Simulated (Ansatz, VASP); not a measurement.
One calculation of W, two programs

```xyz
2
Lattice="0.0000 2.7226 2.7226 2.7226 0.0000 2.7226 2.7226 2.7226 0.0000" Properties=species:S:1:pos:R:3 pbc="T T T"
W    -0.5990   -0.7623   -0.7623
W     0.5990    0.7623    0.7623
```

Change from the starting cell: shortest bond scaled by 0.88, LAPW.

Alike in both runs: task single point; functional PBEsol; k mesh 10 × 10 × 10; occupations fermi-dirac, width 0.05 eV; no spin polarisation.

|  | VASP | Ansatz |
| --- | --- | --- |
| version | VASP 6.6.1 | Ansatz 0.2.0 |
| potentials or method | VASP PAW PBE potentials, release 64 (W_sv), cutoff 520 eV | all-electron LAPW, scalar-relativistic |

```csv
,VASP,Ansatz,Ansatz less VASP
pressure (GPa),37.9,34.3,-3.55
"traceless stress, the component that is largest in VASP (GPa)",-24.95,-22.36,+2.593
rms of the force components (eV/Å),4.075,3.533,-0.5420
```

VASP's potentials were made for PBE, not for PBEsol. Atom by atom the forces differ by 0.542 eV/Å (rms over components). Both programs put the cell under a high pressure, so it lies far from rest at this level. Ansatz ran all-electron here, and VASP with PAW potentials.

Spin-orbit coupling is off throughout.
